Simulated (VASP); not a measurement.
# BaTiO3 (Barioperovskite) (Amm2) in VASP: a series of runs

BaTiO3 (Barioperovskite) is run at these levels: r2SCAN; tasks: single point.

Everything below comes from runs of VASP 6.6.1. Logs are shortened: lines on timing, memory, paths and dates and some standing lists are left out, and cuts for length are marked.

**1. The cell of the first run**

It takes space group Amm2 (No. 38, orthorhombic). The conventional cell has a = 3.986 Å, b = 5.674 Å, c = 5.690 Å, α = 90.00°, β = 90.00°, γ = 90.00°. Ba (site symmetry mm2) has 12 O at 2.77 to 2.92 Å and 8 Ti at 3.42 to 3.53 Å within 3.7 Å. Ti (site symmetry mm2) has 6 O at 1.93 to 2.09 Å within 2.6 Å. Within 2.6 Å of O (site symmetry mm2) lie 2 Ti at 2.00 Å. Within 2.6 Å of O (site symmetry m) lie 2 Ti at 1.93 to 2.09 Å.

**2. Single point, r2SCAN**

POSCAR

```
BaTiO3
1.0
    3.9855000000      0.0000000000      0.0000000000
    0.0000000000      2.8369000000      2.8451500000
    0.0000000000     -2.8369000000      2.8451500000
Ba Ti O
1 1 3
Direct
    0.0000000000      0.0000000000      0.0000000000
    0.5000000000      0.5124000000      0.5124000000
    0.0000000000      0.4874000000      0.4874000000
    0.5000000000      0.5052400000      0.9918400000
    0.5000000000      0.9918400000      0.5052400000
```

INCAR.step1

```
SYSTEM = BaTiO3
  ALGO = Normal
  EDIFF = 1E-4
  ENCUT = 520
  GGA = PE
  ISMEAR = 0
  LASPH = .TRUE.
  LCHARG = .FALSE.
  LREAL = .FALSE.
  LWAVE = .TRUE.
  NBANDS = 28
  NELM = 100
  PREC = Accurate
  SIGMA = 0.01
```

INCAR.step2

```
SYSTEM = BaTiO3
  ALGO = Normal
  EDIFF = 1E-6
  ENCUT = 520
  ISIF = 2
  ISMEAR = 0
  ISTART = 1
  LASPH = .TRUE.
  LCHARG = .TRUE.
  LELF = .TRUE.
  LMIXTAU = .TRUE.
  LREAL = .FALSE.
  LVHAR = .TRUE.
  LWAVE = .FALSE.
  METAGGA = R2SCAN
  NBANDS = 28
  NELM = 100
  PREC = Accurate
  SIGMA = 0.01
```

KPOINTS

```
k-points
0
G
  6 6 6
  0 0 0
```

Potentials or basis: VASP PAW PBE potentials, release 64 (Ba_sv, Ti_sv, O).

Started as:

```sh
$ cat potpaw_PBE.64/Ba_sv/POTCAR potpaw_PBE.64/Ti_sv/POTCAR potpaw_PBE.64/O/POTCAR > POTCAR
$ cp INCAR.step1 INCAR
$ mpirun -np 1 vasp_std > vasp.out
$ cp INCAR.step2 INCAR
$ mpirun -np 1 vasp_std > vasp.out
```

OUTCAR:

```text
SYSTEM = BaTiO3
   EDIFF = 1E-6
   ENCUT = 520
   ISIF = 2
   ISMEAR = 0
   ISTART = 1
   LASPH = .TRUE.
   LREAL = .FALSE.
   METAGGA = R2SCAN
   NELM = 100
   PREC = Accurate

 ion  position               nearest neighbor table
   1  0.000  0.000  0.000-   3 2.77   4 2.81   5 2.81   4 2.81   5 2.81   3 2.84   3 2.84   4 2.84
                             5 2.84   5 2.84   4 2.84   3 2.92   2 3.42   2 3.42   2 3.47   2 3.47
   2  0.500  0.512  0.512-   4 1.93   5 1.93   3 2.00   3 2.00   5 2.09   4 2.09   1 3.42   1 3.42
                             1 3.47   1 3.47   1 3.47   1 3.47   1 3.53   1 3.53
   3  0.000  0.487  0.487-   2 2.00   2 2.00   1 2.77   1 2.84   1 2.84   1 2.92
   4  0.500  0.505  0.992-   2 1.93   2 2.09   1 2.81   1 2.81   1 2.84   1 2.84
   5  0.500  0.992  0.505-   2 1.93   2 2.09   1 2.81   1 2.81   1 2.84   1 2.84

  LATTYP: Found a base centered orthorhombic cell.
 ALAT       =     5.6738000000
 B/A-ratio  =     1.0029081039
 C/A-ratio  =     0.7024392823

  Lattice vectors:

 A1 = (   0.0000000000,   2.8369000000,  -2.8451500000)
 A2 = (   0.0000000000,   2.8369000000,   2.8451500000)
 A3 = (   3.9855000000,   0.0000000000,   0.0000000000)

Analysis of symmetry for initial positions (statically):
=====================================================================
 Subroutine PRICEL returns:
 Original cell was already a primitive cell.

 Routine SETGRP: Setting up the symmetry group for a
 base centered orthorhombic supercell.

 Subroutine GETGRP returns: Found  4 space group operations
 (whereof  4 operations were pure point group operations)
 out of a pool of  8 trial point group operations.

The static configuration has the point symmetry C_2v.

Analysis of symmetry for dynamics (positions and initial velocities):
=====================================================================
 Subroutine PRICEL returns:
 Original cell was already a primitive cell.

 Routine SETGRP: Setting up the symmetry group for a
 base centered orthorhombic supercell.

 Subroutine GETGRP returns: Found  4 space group operations
 (whereof  4 operations were pure point group operations)
 out of a pool of  8 trial point group operations.

The dynamic configuration has the point symmetry C_2v.

 Subroutine INISYM returns: Found  4 space group operations
 (whereof  4 operations are pure point group operations),
 and found     1 'primitive' translations

----------------------------------------------------------------------------------------

                                     Primitive cell

  volume of cell :      64.3372

  direct lattice vectors                    reciprocal lattice vectors
     3.985500000  0.000000000  0.000000000     0.250909547  0.000000000  0.000000000
     0.000000000  2.836900000  2.845150000     0.000000000  0.176248722  0.175737659
     0.000000000 -2.836900000  2.845150000     0.000000000 -0.176248722  0.175737659

  length of vectors
     3.985500000  4.017820321  4.017820321     0.250909547  0.248892219  0.248892219

  position of ions in fractional coordinates (direct lattice)
     0.000000000  0.000000000  0.000000000
     0.500000000  0.512400000  0.512400000
     0.000000000  0.487400000  0.487400000
     0.500000000  0.505240000  0.991840000
     0.500000000  0.991840000  0.505240000

  ion indices of the primitive-cell ions
   primitive index   ion index
                 1           1
                 2           2
                 3           3
                 4           4
                 5           5

----------------------------------------------------------------------------------------

 KPOINTS: k-points

Automatic generation of k-mesh.
 Grid dimensions read from file:
 generate k-points for:    6    6    6

 Generating k-lattice:

  Cartesian coordinates                     Fractional coordinates (reciprocal lattice)
     0.041818258  0.000000000  0.000000000     0.166666667  0.000000000  0.000000000
     0.000000000  0.029374787  0.029289610     0.000000000  0.166666667  0.000000000
     0.000000000 -0.029374787  0.029289610     0.000000000  0.000000000  0.166666667

  Length of vectors
     0.041818258  0.041482037  0.041482037

  Shift w.r.t. Gamma in fractional coordinates (k-lattice)
     0.000000000  0.000000000  0.000000000

 Subroutine IBZKPT returns following result:
 ===========================================

 Found     52 irreducible k-points:

 Following reciprocal coordinates:
            Coordinates               Weight
  0.000000  0.000000  0.000000      1.000000
  0.166667  0.000000  0.000000      2.000000
  0.333333  0.000000  0.000000      2.000000
  0.500000  0.000000  0.000000      1.000000
  0.000000  0.166667  0.000000      4.000000
  0.166667  0.166667  0.000000      8.000000
[... 16 lines left out ...]
  0.333333  0.333333  0.166667      8.000000
  0.500000  0.333333  0.166667      4.000000
 [... further k-points ...]
   k-points           NKPTS =     52   k-points in BZ     NKDIM =     52   number of bands    NBANDS=     28
   number of dos      NEDOS =    301   number of ions     NIONS =      5
   total plane-waves  NPLWV =  27000
   dimension x,y,z NGX =    30 NGY =   30 NGZ =   30
   dimension x,y,z NGXF=    60 NGYF=   60 NGZF=   60
   ions per type =               1   1   3
   NGX,Y,Z   is equivalent  to a cutoff of  12.51, 12.41, 12.41 a.u.
   NGXF,Y,Z  is equivalent  to a cutoff of  25.03, 24.83, 24.83 a.u.
 SYSTEM =  BaTiO3
   PREC   = accura    normal or accurate (medium, high low for compatibility)
   ISTART =      1    job   : 0-new  1-cont  2-samecut
   ICHARG =      0    charge: 1-file 2-atom 10-const
   ISPIN  =      1    spin polarized calculation?
   LNONCOLLINEAR =      F non collinear calculations
   LSORBIT =      F    spin-orbit coupling
   LASPH  =      T    aspherical Exc in radial PAW
   ENCUT  =  520.0 eV  38.22 Ry    6.18 a.u.   7.41  7.47  7.47*2*pi/ulx,y,z
   NELM   =    100;   NELMIN=  2; NELMDL=  0     # of ELM steps
   EDIFF  = 0.1E-05   stopping-criterion for ELM
   LREAL  =      F    real-space projection
   EDIFFG = 0.1E-04   stopping-criterion for IOM
   NSW    =      0    number of steps for IOM
   IBRION =     -1    ionic relax: 0-MD 1-quasi-New 2-CG
   NFREE  =      0    steps in history (QN), initial steepest desc. (CG)
   ISIF   =      2    stress and relaxation
   ISYM   =      2    0-nonsym 1-usesym 2-fastsym
   POTIM  = 0.5000    time-step for ionic-motion
   TEBEG  =    0.0;   TEEND  =   0.0 temperature during run
   PSTRESS=    0.0 pullay stress
   NELECT =      40.0000    total number of electrons
   NUPDOWN=      -1.0000    fix difference up-down
   EMIN   =  10.00;   EMAX   =-10.00  energy-range for DOS
   EFERMI =   0.00;   METHOD = LEGACY
   ISMEAR =     0;   SIGMA  =   0.01  broadening in eV -4-tet -1-fermi 0-gaus
   EFERMI_NEDOS =   21; number of points for ismear=-14 and -15
   IALGO  =     38    algorithm
   IMIX   =      4    mixing-type and parameters
     AMIX     =   0.40;   BMIX     =  1.00
     AMIX_MAG =   1.60;   BMIX_MAG =  1.00
  volume/ion in A,a.u.               =      12.87        86.83
  Fermi-wavevector in a.u.,A,eV,Ry     =   1.397250  2.640420 26.562762  1.952308
  Thomas-Fermi vector in A             =   2.520525
   LORBIT       =      0    0 simple, 1 ext, 2 COOP (PROOUT), +10 PAW based schemes
   METAGGA = R2SCAN    functional components
   LHFCALC =     F    Hartree Fock is set to
   AEXX    =    0.0000 exact exchange contribution
   IVDW    =     0    specifies the selected vdW correction
   LEPSILON=     F    determine dielectric tensor
   LRPA    =     F    only Hartree local field effects (RPA)
 non-spin polarized calculation
 Gauss-broadening in eV      SIGMA  =   0.01
  energy-cutoff  :      520.00
  volume of cell :       64.34
 maximum number of plane-waves:      1754
 NGX is ok and might be reduce to    30
   NGX = 15   NGY = 15   NGZ = 15

 number of electron      39.9999995 magnetization

 Free energy of the ion-electron system (eV)
  ---------------------------------------------------
  ext. energy  EPLUGINS =         0.00000000
  ---------------------------------------------------
  free energy    TOTEN  =       -74.23432052 eV

  energy without entropy =      -74.23432052  energy(sigma->0) =      -74.23432052

 E-fermi :   3.6234     XC(G=0): -11.8953

 val. band max:        3.5045142642   @ k =   0.5000   0.5000   0.5000
 cond. band min:       5.7444084807   @ k =   0.0000   0.0000   0.0000
 fundamental gap:      2.2398942165
 Fermi energy:         3.6233649298

 k-point     1 :       0.0000    0.0000    0.0000
  band No.  band energies     occupation
      1     -55.3066      2.00000
      2     -30.4797      2.00000
      3     -30.4784      2.00000
      4     -30.4630      2.00000
      5     -21.9845      2.00000
      6     -14.3475      2.00000
[... 20 lines left out ...]
     27       9.1457      0.00000
     28      11.7490      0.00000

 k-point     2 :       0.1667    0.0000    0.0000
  band No.  band energies     occupation
      1     -55.3063      2.00000
      2     -30.4792      2.00000
      3     -30.4789      2.00000
      4     -30.4771      2.00000
      5     -21.9523      2.00000
      6     -14.3654      2.00000
[... 20 lines left out ...]
     27       9.6507      0.00000
     28      12.4103      0.00000

 k-point     3 :       0.3333    0.0000    0.0000
  band No.  band energies     occupation
      1     -55.3057      2.00000
      2     -30.5084      2.00000
      3     -30.4781      2.00000
      4     -30.4767      2.00000
      5     -21.8863      2.00000
      6     -14.4868      2.00000
[... 20 lines left out ...]
     27      10.9253      0.00000
     28      12.4514      0.00000

 k-point     4 :       0.5000    0.0000    0.0000
  band No.  band energies     occupation
      1     -55.3054      2.00000
      2     -30.5233      2.00000
      3     -30.4776      2.00000
      4     -30.4762      2.00000
      5     -21.8526      2.00000
      6     -14.5692      2.00000
[... 578 lines left out ...]
     27      11.6102      0.00000
     28      12.7296      0.00000

 k-point    23 :       0.3333    0.3333    0.1667
  band No.  band energies     occupation
      1     -55.3046      2.00000
      2     -30.5179      2.00000
      3     -30.5056      2.00000
      4     -30.4896      2.00000
      5     -21.8011      2.00000
      6     -14.1161      2.00000
[... 20 lines left out ...]
     27      12.4198      0.00000
     28      12.5166      0.00000

 k-point    24 :       0.5000    0.3333    0.1667
  band No.  band energies     occupation
      1     -55.3043      2.00000
      2     -30.5203      2.00000
      3     -30.5171      2.00000
      4     -30.4890      2.00000
      5     -21.7779      2.00000
      6     -14.0617      2.00000
[... 20 lines left out ...]
     27      12.3117      0.00000
     28      12.7592      0.00000

 [... further k-points ...]

------------------------ aborting loop because EDIFF is reached ----------------------------------------

  FORCE on cell =-STRESS in cart. coord.  units (eV):
  Direction    XX          YY          ZZ          XY          YZ          ZX
  --------------------------------------------------------------------------------------
  -------------------------------------------------------------------------------------
  Total        0.4795301      0.5282553      0.2620354      0.0000000      0.0000000      0.0000000
  in kB       11.9416524     13.1550493      6.5254223      0.0000000      0.0000000      0.0000000
  external PRESSURE =      10.5407080 kB  Pullay stress =       0.0000000 kB

 VOLUME and BASIS-vectors are now :
 -----------------------------------------------------------------------------
  energy-cutoff  :      520.00
  volume of cell :       64.34
      direct lattice vectors                 reciprocal lattice vectors
     3.985500000  0.000000000  0.000000000     0.250909547  0.000000000  0.000000000
     0.000000000  2.836900000  2.845150000     0.000000000  0.176248722  0.175737659
     0.000000000 -2.836900000  2.845150000     0.000000000 -0.176248722  0.175737659

 POSITION                                       TOTAL-FORCE (eV/Angst)
 -----------------------------------------------------------------------------------
      0.00000      0.00000      0.00000         0.000000      0.000000      0.162046
      1.99275      0.00000      2.91571         0.000000      0.000000      0.115808
      0.00000      0.00000      2.77345         0.000000      0.000000      0.267639
      1.99275     -1.38044      4.25942         0.000000     -0.014205     -0.272746
      1.99275      1.38044      4.25942         0.000000      0.014205     -0.272746
 -----------------------------------------------------------------------------------
    total drift:                                0.000000      0.000001     -0.000623

  FREE ENERGIE OF THE ION-ELECTRON SYSTEM (eV)
  ---------------------------------------------------
  free  energy   TOTEN  =       -74.2343205169 eV

  energy  without entropy=      -74.2343205169  energy(sigma->0) =      -74.23432052
```

Wall time 3.2 min (1 thread of Intel Xeon Platinum 8488C (Sapphire Rapids), shared host); peak memory 0.23 GiB.

Results:

```
Free energy            : -74.2343 eV
Pressure               : 1.1 GPa
Largest force          : 0.273 eV/Å
Band gap on the k mesh : 2.24 eV, indirect (least direct gap 2.46 eV)
```

Forces in eV/Å, atoms in the order of the input:
```
Ba   0.000  0.000  0.162
Ti   0.000  0.000  0.116
O    0.000  0.000  0.268
O    0.000 -0.014 -0.273
O    0.000  0.014 -0.273
```

Caveat: the PAW data sets were made with another functional, which shifts forces and pressure a little; spin-orbit coupling is left out, which moves the levels of the heavy elements.

**3. Single point, r2SCAN**

This run uses another cell than the first one, of 13.21 Å³/atom, 1.027 times its volume.

POSCAR, as its differences from that of step 2:

```diff
@@ -2,5 +2,5 @@
 1.0
-    3.9855000000      0.0000000000      0.0000000000
-    0.0000000000      2.8369000000      2.8451500000
-    0.0000000000     -2.8369000000      2.8451500000
+    4.0206163469      0.0000000000      0.0000000000
+    0.0000000000      2.8618960016      2.8702186926
+    0.0000000000     -2.8618960016      2.8702186926
 Ba Ti O
```

INCAR.step1

```
PREC = Accurate ; ENCUT = 520
ISMEAR = 0 ; SIGMA = 0.01
LREAL = F ; LASPH = T
NELM = 100 ; NBANDS = 28
GGA = PE ; ALGO = Normal
EDIFF = 1E-4 ; LWAVE = T
LCHARG = F
```

INCAR.step2

```
PREC = Accurate ; ENCUT = 520
EDIFF = 1E-7 ; ISMEAR = 0
SIGMA = 0.01 ; LREAL = F
LASPH = T ; NELM = 100
ALGO = Normal ; ISIF = 2
LWAVE = F ; LCHARG = F
METAGGA = R2SCAN ; LMIXTAU = T
NBANDS = 28 ; ISTART = 1
```

KPOINTS

```
Automatic mesh
0
Gamma
  6 6 6
```

Potentials or basis: VASP PAW PBE potentials, release 64 (Ba_sv, Ti_sv, O).

Started as:

```sh
$ cat potpaw_PBE.64/Ba_sv/POTCAR potpaw_PBE.64/Ti_sv/POTCAR potpaw_PBE.64/O/POTCAR > POTCAR
$ cp INCAR.step1 INCAR
$ mpirun -np 1 vasp_std > vasp.out
$ cp INCAR.step2 INCAR
$ mpirun -np 1 vasp_std > vasp.out
```

Wall time 3.7 min (1 thread of Intel Xeon Platinum 8488C (Sapphire Rapids), shared host); peak memory 0.23 GiB.

The run converged. Its results:

```yaml
Free_energy: -74.2230 eV
Pressure: -3.5 GPa
Largest_force: 0.353 eV/Å
Band_gap_on_the_k_mesh: 2.18 eV, indirect (least direct gap 2.42 eV)
```

Forces in eV/Å, atoms in the order of the input:
```
Ba   0.000  0.000  0.157
Ti   0.000  0.000  0.256
O    0.000  0.000  0.276
O    0.000  0.080 -0.344
O    0.000 -0.080 -0.344
```

Stress tensor (GPa, compression positive):
```
-3.34  0.00  0.00
 0.00 -3.23  0.00
 0.00  0.00 -3.85
```

Levels at points of the mesh, in eV from the valence-band top:
| k point | band 16 | band 17 | band 18 | band 19 | band 20 | band 21 | band 22 | band 23 | band 24 | band 25 |
| --- | --- | --- | --- | --- | --- | --- | --- | --- | --- | --- |
| (0.00, 0.00, 0.00) | -1.13 | -1.08 | -0.37 | -0.29 | -0.24 | 2.18 | 2.23 | 2.37 | 4.10 | 4.14 |
| (0.50, 0.00, 0.00) | -1.92 | -1.77 | -1.69 | -0.86 | -0.81 | 2.35 | 3.73 | 3.81 | 4.09 | 5.99 |
| (0.00, 0.50, 0.00) | -1.88 | -1.81 | -1.64 | -0.84 | -0.78 | 2.40 | 3.76 | 3.79 | 4.13 | 6.10 |
| (0.50, 0.50, 0.00) | -2.57 | -1.79 | -0.92 | -0.91 | -0.08 | 3.77 | 3.79 | 4.19 | 4.87 | 7.77 |
| (0.00, 0.50, 0.50) | -2.58 | -1.72 | -0.94 | -0.90 | -0.13 | 3.76 | 3.82 | 4.18 | 4.99 | 7.80 |
| (0.50, 0.50, 0.50) | -2.43 | -2.42 | -0.05 | -0.01 | 0.00 | 4.37 | 4.41 | 4.42 | 7.11 | 7.20 |

Caveat: the PAW data sets were made with another functional, which shifts forces and pressure a little; spin-orbit coupling is left out, which moves the levels of the heavy elements.
